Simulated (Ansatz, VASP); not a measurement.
Two plane-wave programs on C

```
C
1.0
     2.60522    0.00000    0.00000
    -1.30261    2.25619    0.00000
     0.00000    0.00000    2.80010
C
3
Direct
  0.50000 0.50000 0.83333
  0.50000 0.00000 0.50000
  0.00000 0.50000 0.16667
```

Alike in both runs: task relaxation of cell and atoms; functional PBE; k mesh 12 × 12 × 10; occupations gaussian, width 0.02 eV; no spin polarisation.

|  | VASP | Ansatz |
| --- | --- | --- |
| version | VASP 6.6.1 | Ansatz 0.2.0 |
| potentials or method | VASP PAW PBE potentials, release 64 (C), cutoff 600 eV | scalar-relativistic, plane waves, PAW |
| valence electrons in the cell | 12 | 12 |

```tsv
	VASP	Ansatz	Ansatz less VASP
gap on the k mesh at the Fermi level, each at its own relaxed structure (eV)	1.92	1.94	+0.015
relaxed volume (Å³/atom)	5.49	5.49	+0.001
relaxed length of the cell vector where the two differ most in proportion (Å)	2.800	2.800	+0.0001
```

Noted on VASP's run: the relaxation stopped at its first step, so nothing moved.
